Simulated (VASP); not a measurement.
# Al (Fm-3m) in VASP: further runs

Aim: see how the results for Al move with the level of theory and the settings. Levels: r2SCAN0, PBE-based screened hybrid. Tasks: single point.

Everything below comes from runs of VASP 6.6.1. Logs are shortened: lines on timing, memory, paths and dates and some standing lists are left out, and cuts for length are marked.

### Step 1. The cell of the first run

The structure is cubic, space group Fm-3m (No. 225). The conventional cell has a = 4.129 Å, b = 4.129 Å, c = 4.129 Å, α = 90.00°, β = 90.00°, γ = 90.00°. Al (site symmetry m-3m) has 12 Al at 2.92 Å within 3.8 Å.

### Step 2. Single point, r2SCAN0

Input file POSCAR:

```
Al
1.0
    0.0000000000      2.0645171409      2.0645171409
    2.0645171409      0.0000000000      2.0645171409
    2.0645171409      2.0645171409      0.0000000000
Al
1
Direct
    0.0000000000      0.0000000000      0.0000000000
```

Input file INCAR.step1:

```
PREC = Accurate ; ENCUT = 520
EDIFF = 1E-5 ; ISMEAR = -1
SIGMA = 0.05 ; LREAL = F
LASPH = T ; NELM = 80
ALGO = Normal ; ISIF = 2
LWAVE = T ; LCHARG = F
GGA = PE ; NBANDS = 8
```

Input file INCAR.step2:

```
PREC = Accurate ; ENCUT = 520
EDIFF = 1E-6 ; ISMEAR = -1
SIGMA = 0.05 ; LREAL = F
LASPH = T ; NELM = 80
ALGO = Normal ; ISIF = 2
LWAVE = F ; LCHARG = F
METAGGA = R2SCAN ; LHFCALC = T
AEXX = 0.25 ; LMIXTAU = T
PRECFOCK = Normal ; ISTART = 1
NBANDS = 8
```

Input file KPOINTS:

```
regular mesh
0
Gamma
  6 6 6
```

Potentials or basis: VASP PAW PBE potentials, release 64 (Al).

Started as:

```console
> cat potpaw_PBE.64/Al/POTCAR > POTCAR
> cp INCAR.step1 INCAR
> mpirun -np 1 vasp_std > vasp.out
> cp INCAR.step2 INCAR
> mpirun -np 1 vasp_std > vasp.out
```

OUTCAR:

```text
PREC = Accurate
   ENCUT = 520
   EDIFF = 1E-6
   ISMEAR = -1
   LREAL = F
   LASPH = T
   NELM = 80
   ISIF = 2
   METAGGA = R2SCAN
   LHFCALC = T
   AEXX = 0.25
   PRECFOCK = Normal
   ISTART = 1

 ion  position               nearest neighbor table
   1  0.000  0.000  0.000-

  LATTYP: Found a face centered cubic cell.
 ALAT       =     4.1290342818

  Lattice vectors:

 A1 = (   0.0000000000,   2.0645171409,   2.0645171409)
 A2 = (   2.0645171409,   0.0000000000,   2.0645171409)
 A3 = (   2.0645171409,   2.0645171409,   0.0000000000)

Analysis of symmetry for initial positions (statically):
=====================================================================
 Subroutine PRICEL returns:
 Original cell was already a primitive cell.

 Routine SETGRP: Setting up the symmetry group for a
 face centered cubic supercell.

 Subroutine GETGRP returns: Found 48 space group operations
[... 9 lines left out ...]

 Routine SETGRP: Setting up the symmetry group for a
 face centered cubic supercell.

 Subroutine GETGRP returns: Found 48 space group operations
 (whereof 48 operations were pure point group operations)
 out of a pool of 48 trial point group operations.

The dynamic configuration has the point symmetry O_h .

 Subroutine INISYM returns: Found 48 space group operations
 (whereof 48 operations are pure point group operations),
 and found     1 'primitive' translations

----------------------------------------------------------------------------------------

                                     Primitive cell

  volume of cell :      17.5989

  direct lattice vectors                    reciprocal lattice vectors
     0.000000000  2.064517141  2.064517141    -0.242187381  0.242187381  0.242187381
     2.064517141  0.000000000  2.064517141     0.242187381 -0.242187381  0.242187381
     2.064517141  2.064517141  0.000000000     0.242187381  0.242187381 -0.242187381

  length of vectors
     2.919668140  2.919668140  2.919668140     0.419480849  0.419480849  0.419480849

  position of ions in fractional coordinates (direct lattice)
     0.000000000  0.000000000  0.000000000

  ion indices of the primitive-cell ions
   primitive index   ion index
                 1           1

----------------------------------------------------------------------------------------

 KPOINTS: regular mesh

Automatic generation of k-mesh.
 Grid dimensions read from file:
 generate k-points for:    6    6    6

 Generating k-lattice:

  Cartesian coordinates                     Fractional coordinates (reciprocal lattice)
    -0.040364564  0.040364564  0.040364564     0.166666667  0.000000000  0.000000000
     0.040364564 -0.040364564  0.040364564     0.000000000  0.166666667  0.000000000
     0.040364564  0.040364564 -0.040364564     0.000000000  0.000000000  0.166666667

  Length of vectors
     0.069913475  0.069913475  0.069913475

  Shift w.r.t. Gamma in fractional coordinates (k-lattice)
     0.000000000  0.000000000  0.000000000

 Subroutine IBZKPT returns following result:
 ===========================================

 Found     16 irreducible k-points:

 Following reciprocal coordinates:
            Coordinates               Weight
  0.000000  0.000000  0.000000      1.000000
  0.166667  0.000000  0.000000      8.000000
  0.333333  0.000000  0.000000      8.000000
  0.500000  0.000000  0.000000      4.000000
  0.166667  0.166667  0.000000      6.000000
  0.333333  0.166667  0.000000     24.000000
[... 8 lines left out ...]
 -0.333333  0.333333  0.166667     24.000000
 -0.333333  0.500000  0.166667     12.000000
   k-points           NKPTS =     16   k-points in BZ     NKDIM =    216   number of bands    NBANDS=      8
   number of dos      NEDOS =    301   number of ions     NIONS =      1
   total plane-waves  NPLWV =  13824
   dimension x,y,z NGX =    24 NGY =   24 NGZ =   24
   dimension x,y,z NGXF=    48 NGYF=   48 NGZF=   48
   ions per type =               1
   NGX,Y,Z   is equivalent  to a cutoff of  13.67, 13.67, 13.67 a.u.
   NGXF,Y,Z  is equivalent  to a cutoff of  27.33, 27.33, 27.33 a.u.
 SYSTEM =  unknown system
   PREC   = accura    normal or accurate (medium, high low for compatibility)
   ISTART =      1    job   : 0-new  1-cont  2-samecut
   ICHARG =      0    charge: 1-file 2-atom 10-const
   ISPIN  =      1    spin polarized calculation?
   LNONCOLLINEAR =      F non collinear calculations
   LSORBIT =      F    spin-orbit coupling
   LASPH  =      T    aspherical Exc in radial PAW
   ENCUT  =  520.0 eV  38.22 Ry    6.18 a.u.   5.43  5.43  5.43*2*pi/ulx,y,z
   NELM   =     80;   NELMIN=  2; NELMDL=  0     # of ELM steps
   EDIFF  = 0.1E-05   stopping-criterion for ELM
   LREAL  =      F    real-space projection
   EDIFFG = 0.1E-04   stopping-criterion for IOM
   NSW    =      0    number of steps for IOM
   IBRION =     -1    ionic relax: 0-MD 1-quasi-New 2-CG
   NFREE  =      0    steps in history (QN), initial steepest desc. (CG)
   ISIF   =      2    stress and relaxation
   ISYM   =      3    0-nonsym 1-usesym 2-fastsym
   POTIM  = 0.5000    time-step for ionic-motion
   TEBEG  =    0.0;   TEEND  =   0.0 temperature during run
   PSTRESS=    0.0 pullay stress
   NELECT =       3.0000    total number of electrons
   NUPDOWN=      -1.0000    fix difference up-down
   EMIN   =  10.00;   EMAX   =-10.00  energy-range for DOS
   EFERMI =   0.00;   METHOD = LEGACY
   ISMEAR =    -1;   SIGMA  =   0.05  broadening in eV -4-tet -1-fermi 0-gaus
   EFERMI_NEDOS =   21; number of points for ismear=-14 and -15
   IALGO  =     38    algorithm
   IMIX   =      1    mixing-type and parameters
     AMIX     =   0.40;   BMIX     =  1.00
     AMIX_MAG =   1.60;   BMIX_MAG =  1.00
  volume/ion in A,a.u.               =      17.60       118.76
  Fermi-wavevector in a.u.,A,eV,Ry     =   0.907723  1.715348 11.210675  0.823961
  Thomas-Fermi vector in A             =   2.031564
   LORBIT       =      0    0 simple, 1 ext, 2 COOP (PROOUT), +10 PAW based schemes
   METAGGA = R2SCAN    functional components
   LHFCALC =     T    Hartree Fock is set to
   PRECFOCK=normal    Normal, Fast or Accurate (Low or Medium for compatibility)
   ENCUT4O =  -1.0   cutoff for four orbital integrals eV
   NKREDX  =     1    reduce k-point grid by
   NKREDY  =     1    reduce k-point grid by
   NKREDZ  =     1    reduce k-point grid by
   AEXX    =    0.2500 exact exchange contribution
   HFSCREEN=    0.0000 screening length (either q_TF or 0.3 A-1)
   HFSCREENC=   0.0000 screening length for correlation (either q_TF or 0.3 A-1)
   ENCUTFOCK=  -1.0 apply spherical cutoff to Coloumb kernel
   IVDW    =     0    specifies the selected vdW correction
   LEPSILON=     F    determine dielectric tensor
   LRPA    =     F    only Hartree local field effects (RPA)
 non-spin polarized calculation
  energy-cutoff  :      520.00
  volume of cell :       17.60
 maximum number of plane-waves:       489
 NGX is ok and might be reduce to    24
  NGX = 18; NGY = 18; NGZ = 18

 number of electron       3.0000000 magnetization

 Free energy of the ion-electron system (eV)
  ---------------------------------------------------
  ext. energy  EPLUGINS =         0.00000000
  ---------------------------------------------------
  free energy    TOTEN  =        -6.73679435 eV

  energy without entropy =       -6.73301215  energy(sigma->0) =       -6.73490325

 E-fermi :   7.7899     XC(G=0):  -8.2527

 val. band max:        6.3021149991   @ k =  -0.3333   0.5000   0.1667
 cond. band min:       7.8068104130   @ k =  -0.3333   0.3333   0.0000
 fundamental gap:      1.5046954139
 Fermi energy:         7.7899496805

 k-point     1 :       0.0000    0.0000    0.0000
  band No.  band energies     occupation
      1      -5.7319      2.00000
      2      21.4782      0.00000
      3      21.4782      0.00000
      4      21.4782      0.00000
      5      22.6887      0.00000
      6      22.6887      0.00000
      7      22.6887      0.00000
      8      25.1859      0.00000

 k-point     2 :       0.1667    0.0000    0.0000
  band No.  band energies     occupation
      1      -4.8930      2.00000
      2      15.0625      0.00000
      3      20.0232      0.00000
      4      20.0232      0.00000
      5      23.2453      0.00000
      6      24.8121      0.00000
      7      24.8121      0.00000
      8      26.1841      0.00000

 k-point     3 :       0.3333    0.0000    0.0000
  band No.  band energies     occupation
      1      -2.3835      2.00000
      2       8.2007      0.00054
      3      19.3894      0.00000
      4      19.3894      0.00000
      5      22.1130      0.00000
      6      22.1130      0.00000
      7      22.9797      0.00000
      8      26.0330      0.00000

 k-point     4 :       0.5000    0.0000    0.0000
  band No.  band energies     occupation
      1       1.6848      2.00000
      2       1.9357      2.00000
      3      19.9499      0.00000
      4      19.9499      0.00000
      5      20.2359      0.00000
      6      20.2359      0.00000
      7      23.7638      0.00000
      8      23.9735      0.00000

 k-point     5 :       0.1667    0.1667    0.0000
  band No.  band energies     occupation
      1      -4.6137      2.00000
      2      17.5550      0.00000
      3      17.5550      0.00000
      4      17.8382      0.00000
      5      20.7686      0.00000
      6      21.2016      0.00000
      7      27.9671      0.00000
      8      27.9671      0.00000
[... 89 lines left out ...]
 k-point    14 :       0.5000    0.3333    0.1667
  band No.  band energies     occupation
      1      -0.1581      2.00000
      2       9.6411      0.00000
      3      11.1856      0.00000
      4      13.6401      0.00000
      5      21.5710      0.00000
      6      23.1021      0.00000
      7      25.2667      0.00000
      8      32.0638      0.00000

 k-point    15 :      -0.3333    0.3333    0.1667
  band No.  band energies     occupation
      1       3.8778      2.00000
      2       4.1829      2.00000
      3      11.0699      0.00000
      4      11.6231      0.00000
      5      22.7081      0.00000
      6      23.3080      0.00000
      7      27.8114      0.00000
      8      28.9934      0.00000

 k-point    16 :      -0.3333    0.5000    0.1667
  band No.  band energies     occupation
      1       4.7397      2.00000
      2       6.3021      2.00000
      3       8.6160      0.00000
      4      10.2640      0.00000
      5      20.6466      0.00000
      6      22.4017      0.00000
      7      28.9830      0.00000
      8      30.0294      0.00000

------------------------ aborting loop because EDIFF is reached ----------------------------------------

  FORCE on cell =-STRESS in cart. coord.  units (eV):
  Direction    XX          YY          ZZ          XY          YZ          ZX
  --------------------------------------------------------------------------------------
  -------------------------------------------------------------------------------------
  Total       -0.7633233     -0.7633233     -0.7633233      0.0000000      0.0000000     -0.0000000
  in kB      -69.4918077    -69.4918077    -69.4918077      0.0000000      0.0000000     -0.0000000
  external PRESSURE =     -69.4918077 kB  Pullay stress =       0.0000000 kB

 VOLUME and BASIS-vectors are now :
 -----------------------------------------------------------------------------
  energy-cutoff  :      520.00
  volume of cell :       17.60
      direct lattice vectors                 reciprocal lattice vectors
     0.000000000  2.064517141  2.064517141    -0.242187381  0.242187381  0.242187381
     2.064517141  0.000000000  2.064517141     0.242187381 -0.242187381  0.242187381
     2.064517141  2.064517141  0.000000000     0.242187381  0.242187381 -0.242187381

 POSITION                                       TOTAL-FORCE (eV/Angst)
 -----------------------------------------------------------------------------------
      0.00000      0.00000      0.00000         0.000000      0.000000      0.000000
 -----------------------------------------------------------------------------------
    total drift:                               -0.000000     -0.000000     -0.000000

  FREE ENERGIE OF THE ION-ELECTRON SYSTEM (eV)
  ---------------------------------------------------
  free  energy   TOTEN  =        -6.7367943497 eV

  energy  without entropy=       -6.7330121510  energy(sigma->0) =       -6.73490325
```

Wall time 2.5 min (1 thread of AMD EPYC 9R45 (Zen 5), shared host); peak memory 0.11 GiB.

What came out:

```
Free energy : -6.7368 eV
Pressure    : -6.9 GPa
```

Levels at points of the mesh, in eV from the Fermi level:
```
           k point  band 1  band 2  band 3  band 4  band 5
(0.00, 0.00, 0.00)  -13.52   13.69   13.69   13.69   14.90
(0.50, 0.00, 0.00)   -6.11   -5.85   12.16   12.16   12.45
(0.50, 0.50, 0.00)   -4.13   -2.58    5.95    6.11    6.11
```

Caveat: the k points lie up to 0.44 Å⁻¹ apart; the PAW data sets were made with another functional, which shifts forces and pressure a little.

### Step 3. Single point, PBE-based screened hybrid

This run uses another cell than the first one, of 15.61 Å³/atom, 0.887 times its volume.

Input file POSCAR:

```
Al
1.0
    0.0000000000      1.9834708509      1.9834708509
    1.9834708509      0.0000000000      1.9834708509
    1.9834708509      1.9834708509      0.0000000000
Al
1
Direct
    0.0000000000      0.0000000000      0.0000000000
```

Input file INCAR.step1:

```
SYSTEM = Al
ALGO = Normal
EDIFF = 1E-5
ENCUT = 520
GGA = PE
ISIF = 2
ISMEAR = -1
LASPH = .TRUE.
LCHARG = .FALSE.
LREAL = .FALSE.
LWAVE = .TRUE.
NBANDS = 8
NELM = 80
PREC = Accurate
SIGMA = 0.05
```

Input file INCAR.step2:

```
SYSTEM = Al
AEXX = 0.25
ALGO = Normal
EDIFF = 1E-7
ENCUT = 520
GGA = PE
HFSCREEN = 0.3
ISIF = 2
ISMEAR = -1
ISTART = 1
LASPH = .TRUE.
LCHARG = .FALSE.
LHFCALC = .TRUE.
LREAL = .FALSE.
LWAVE = .FALSE.
NBANDS = 8
NELM = 80
PREC = Accurate
PRECFOCK = Normal
SIGMA = 0.05
```

Input file KPOINTS:

```
k-points
0
G
  6 6 6
  0 0 0
```

Potentials or basis: VASP PAW PBE potentials, release 64 (Al).

Started as:

```console
> cat potpaw_PBE.64/Al/POTCAR > POTCAR
> cp INCAR.step1 INCAR
> mpirun -np 1 vasp_std > vasp.out
> cp INCAR.step2 INCAR
> mpirun -np 1 vasp_std > vasp.out
```

Wall time 1.7 min (1 thread of AMD EPYC 7R43 (Zen 3), shared host); peak memory 0.19 GiB.

Results (log left out):

```yaml
Free_energy: -4.0775 eV
Pressure: 4.6 GPa
```

Levels at points of the mesh, in eV from the Fermi level:
```csv
k point,band 1,band 2,band 3,band 4,band 5
"(0.00, 0.00, 0.00)",-13.45,13.34,13.34,13.34,15.29
"(0.50, 0.00, 0.00)",-5.92,-5.48,12.06,12.06,12.36
"(0.50, 0.50, 0.00)",-3.97,-2.24,5.23,5.86,5.86
```

Caveat: the k points lie up to 0.46 Å⁻¹ apart; the PAW data sets were made with another functional, which shifts forces and pressure a little.

### Step 4. Single point, PBE-based screened hybrid

This run uses another cell than the first one, of 15.94 Å³/atom, 0.906 times its volume.

Input file POSCAR:

```
Al
1.0
    0.0000000000      1.9974394157      1.9974394157
    1.9974394157      0.0000000000      1.9974394157
    1.9974394157      1.9974394157      0.0000000000
Al
1
Direct
    0.0000000000      0.0000000000      0.0000000000
```

Input file INCAR.step1:

```
SYSTEM = Al
ALGO     = Normal         ! electronic algorithm
EDIFF    = 1E-5           ! SCF threshold, eV
ENCUT    = 520            ! plane-wave cutoff, eV
GGA      = PE             ! functional
ISIF     = 2              ! what is computed and relaxed
ISMEAR   = -1             ! smearing method
LASPH    = .TRUE.         ! aspherical terms in the spheres
LCHARG   = .FALSE.        ! write CHGCAR
LREAL    = .FALSE.        ! projectors in reciprocal space
LWAVE    = .TRUE.         ! write WAVECAR
NBANDS   = 8              ! bands
NELM     = 80             ! most SCF steps
PREC     = Accurate       ! precision mode
SIGMA    = 0.05           ! smearing width, eV
```

Input file INCAR.step2:

```
SYSTEM = Al
AEXX     = 0.25           ! exact-exchange fraction
ALGO     = Normal         ! electronic algorithm
EDIFF    = 1E-7           ! SCF threshold, eV
ENCUT    = 520            ! plane-wave cutoff, eV
GGA      = PE             ! functional
HFSCREEN = 0.3            ! screening, 1/A
ISIF     = 2              ! what is computed and relaxed
ISMEAR   = -1             ! smearing method
ISTART   = 1            
LASPH    = .TRUE.         ! aspherical terms in the spheres
LCHARG   = .FALSE.        ! write CHGCAR
LHFCALC  = .TRUE.         ! exact exchange
LREAL    = .FALSE.        ! projectors in reciprocal space
LWAVE    = .FALSE.        ! write WAVECAR
NBANDS   = 8              ! bands
NELM     = 80             ! most SCF steps
PREC     = Accurate       ! precision mode
PRECFOCK = Normal       
SIGMA    = 0.05           ! smearing width, eV
```

KPOINTS is that of step 3.

Started as:

```console
> cat potpaw_PBE.64/Al/POTCAR > POTCAR
> cp INCAR.step1 INCAR
> mpirun -np 1 vasp_std > vasp.out
> cp INCAR.step2 INCAR
> mpirun -np 1 vasp_std > vasp.out
```

Wall time 1.7 min (1 thread of AMD EPYC 7R43 (Zen 3), shared host); peak memory 0.2 GiB.

The run converged. Its results:

```yaml
Free_energy: -4.0851 eV
Pressure: 2.6 GPa
```

Levels at points of the mesh, in eV from the Fermi level:
| k point | band 1 | band 2 | band 3 | band 4 | band 5 | band 6 |
| --- | --- | --- | --- | --- | --- | --- |
| (0.00, 0.00, 0.00) | -13.26 | 13.24 | 13.24 | 13.24 | 15.02 | 15.02 |
| (0.50, 0.00, 0.00) | -5.79 | -5.42 | 11.98 | 11.98 | 12.14 | 12.14 |
| (0.50, 0.50, 0.00) | -3.89 | -2.21 | 5.25 | 5.78 | 5.78 | 9.62 |

Caveat: the k points lie up to 0.45 Å⁻¹ apart; the PAW data sets were made with another functional, which shifts forces and pressure a little.

### Step 5. The runs side by side

```csv
level,cell,share of exact exchange,screening parameter,gap on the mesh (eV),pressure (GPa)
r2SCAN0,"a = 2.920 Å, angles 60.0°, 1 atom",-,-,none,-6.9
PBE-based screened hybrid,"a = 2.805 Å, angles 60.0°, 1 atom",0.25,0.3 1/Å,none,4.6
PBE-based screened hybrid,"a = 2.825 Å, angles 60.0°, 1 atom",0.25,0.3 1/Å,none,2.6
```

Alike in all rows: task single point; potentials or basis VASP PAW PBE potentials, release 64 (Al); no spin polarisation; k mesh 6 × 6 × 6; cutoff (eV) 520; smearing fermi-dirac 0.05 eV.

Caveats: all runs use coarse meshes; the PAW data sets were made with another functional, which shifts forces and pressure a little.

Total energies depend on the potentials used, so only differences within one code and one set of settings carry meaning.
